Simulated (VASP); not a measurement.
A run of VASP 6.6.1 is set up as follows.

File POSCAR:

```
Sn
1.0
   -1.6880278518      1.6880278518      2.3868713825
    1.6880278518     -1.6880278518      2.3868713825
    1.6880278518      1.6880278518     -2.3868713825
Sn
1
Direct
    0.0000000000      0.0000000000      0.0000000000
```

Contents of INCAR.step1:

```
SYSTEM = Sn
PREC     = Accurate       ! precision mode
ENCUT    = 520            ! plane-wave cutoff, eV
ISMEAR   = 0              ! smearing method
SIGMA    = 0.15           ! smearing width, eV
LREAL    = .FALSE.        ! projectors in reciprocal space
LASPH    = .TRUE.         ! aspherical terms in the spheres
NELM     = 80             ! most SCF steps
NBANDS   = 13             ! bands
GGA      = PE             ! functional
ALGO     = Normal         ! electronic algorithm
EDIFF    = 1E-4           ! SCF threshold, eV
LWAVE    = .TRUE.         ! write WAVECAR
LCHARG   = .FALSE.        ! write CHGCAR
```

Contents of INCAR.step2:

```
SYSTEM = Sn
PREC     = Accurate       ! precision mode
ENCUT    = 520            ! plane-wave cutoff, eV
EDIFF    = 1E-6           ! SCF threshold, eV
ISMEAR   = 0              ! smearing method
SIGMA    = 0.15           ! smearing width, eV
LREAL    = .FALSE.        ! projectors in reciprocal space
LASPH    = .TRUE.         ! aspherical terms in the spheres
NELM     = 80             ! most SCF steps
ALGO     = Normal         ! electronic algorithm
ISIF     = 2              ! what is computed and relaxed
LWAVE    = .FALSE.        ! write WAVECAR
LCHARG   = .TRUE.         ! write CHGCAR
METAGGA  = R2SCAN         ! meta-GGA
LMIXTAU  = .TRUE.       
LELF     = .TRUE.         ! ELF
LVHAR    = .TRUE.       
NBANDS   = 13             ! bands
ISTART   = 1
```

Contents of KPOINTS:

```
Automatic mesh
0
G
  20 20 20
  0 0 0
```

Potentials or basis: VASP PAW PBE potentials, release 64 (Sn_d).

Launch:

```sh
$ cat potpaw_PBE.64/Sn_d/POTCAR > POTCAR
$ cp INCAR.step1 INCAR
$ mpirun -np 1 vasp_std > vasp.out
$ cp INCAR.step2 INCAR
$ mpirun -np 1 vasp_std > vasp.out
```

Predict the band gap on the k mesh.

zero (bands 7 and 8 overlap by 10.22 eV).

Estimate the pressure.

0.2 GPa.

Caveat: the PAW data sets were made with another functional, which shifts forces and pressure a little; spin-orbit coupling is left out, which moves the levels of the heavy elements.
